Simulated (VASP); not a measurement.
Wanted: the native input for a VASP 6.6.1 run.

```yaml
Task: single point
Functional: r2SCAN
Potentials_or_basis: VASP PAW PBE potentials, release 64 (Rh_pv)
Cutoff: 520 eV
k_mesh: 8 × 8 × 8
Occupations: gaussian, width 0.15 eV
Spin: no spin polarisation
Dipole_correction: no
Further_INCAR_settings: ALGO = Normal; EDIFF = 1e-07; NBANDS = 14
```

The system is Rh.

```
Rh
1.0
     0.00000    1.93007    1.87303
     1.93007    0.00000    1.87303
     1.93007    1.93007    0.00000
Rh
1
Direct
  0.00000 0.00000 0.00000
```

This cell differs from its parent crystal: strain +0.015 along x and y, -0.015 along z.

The input as run:

POSCAR

```
Rh
1.0
    0.0000000000      1.9300732500      1.8730267500
    1.9300732500      0.0000000000      1.8730267500
    1.9300732500      1.9300732500      0.0000000000
Rh
1
Direct
    0.0000000000      0.0000000000      0.0000000000
```

INCAR.step1

```
ALGO = Normal
EDIFF = 1E-4
ENCUT = 520
GGA = PE
ISMEAR = 0
LASPH = True
LCHARG = False
LREAL = False
LWAVE = True
NBANDS = 14
NELM = 80
PREC = Accurate
SIGMA = 0.15
```

INCAR.step2

```
ALGO = Normal
EDIFF = 1E-7
ENCUT = 520
ISIF = 2
ISMEAR = 0
ISTART = 1
LASPH = True
LCHARG = False
LMIXTAU = True
LREAL = False
LWAVE = False
METAGGA = R2SCAN
NBANDS = 14
NELM = 80
PREC = Accurate
SIGMA = 0.15
```

KPOINTS

```
k-points
0
Gamma
  8 8 8
```

Potentials or basis: VASP PAW PBE potentials, release 64 (Rh_pv).

Launch:

```bash
$ cat potpaw_PBE.64/Rh_pv/POTCAR > POTCAR
$ cp INCAR.step1 INCAR
$ mpirun -np 1 vasp_std > vasp.out
$ cp INCAR.step2 INCAR
$ mpirun -np 1 vasp_std > vasp.out
```

Results of the run:

```json
{
  "Pressure": "-2.5 GPa"
}
```

Caveat: the cell differs from its parent crystal (strain +0.015 along x and y, -0.015 along z); the PAW data sets were made with another functional, which shifts forces and pressure a little.

It took 33 s on 1 thread of Intel Xeon 6975P-C, with other jobs on the host, peak memory 0.13 GiB.
